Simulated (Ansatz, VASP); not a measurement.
## Two plane-wave programs on BiOs2

```
Bi Os
1.0
     3.79872    0.00000    0.00000
     0.00000    3.79872    0.00000
     0.00000    0.00000    7.97701
Bi Os
2 4
Direct
  0.00000 0.50000 0.63589
  0.50000 0.00000 0.36411
  0.00000 0.00000 0.00000
  0.50000 0.50000 0.00000
  0.00000 0.50000 0.22926
  0.50000 0.00000 0.77074
```

Alike in both runs: functional PBE; k mesh 10 × 10 × 6; occupations gaussian, width 0.1 eV; no spin polarisation.

Ansatz relaxed the structure, and its values are those at the end. VASP's run is a single point on that final structure, the one shown.

```csv
,VASP,Ansatz
version,VASP 6.6.1,Ansatz 0.2.0
potentials or method,"VASP PAW PBE potentials, release 64 (Bi_d, Os), cutoff 520 eV","scalar-relativistic, plane waves, PAW"
valence electrons in the cell,62,94
```

|  | VASP | Ansatz | Ansatz less VASP |
| --- | --- | --- | --- |
| gap on the k mesh at the Fermi level (eV) | none | none | - |
| pressure (GPa) | 0.0 | 0.0 | +0.05 |

A gap of «none» marks a metal or a gap that the smearing closes. VASP's potentials hold 62 valence electrons a cell and Ansatz's 94, so a difference there can come from the potentials and not from the codes.

Neither program's run includes spin-orbit coupling.
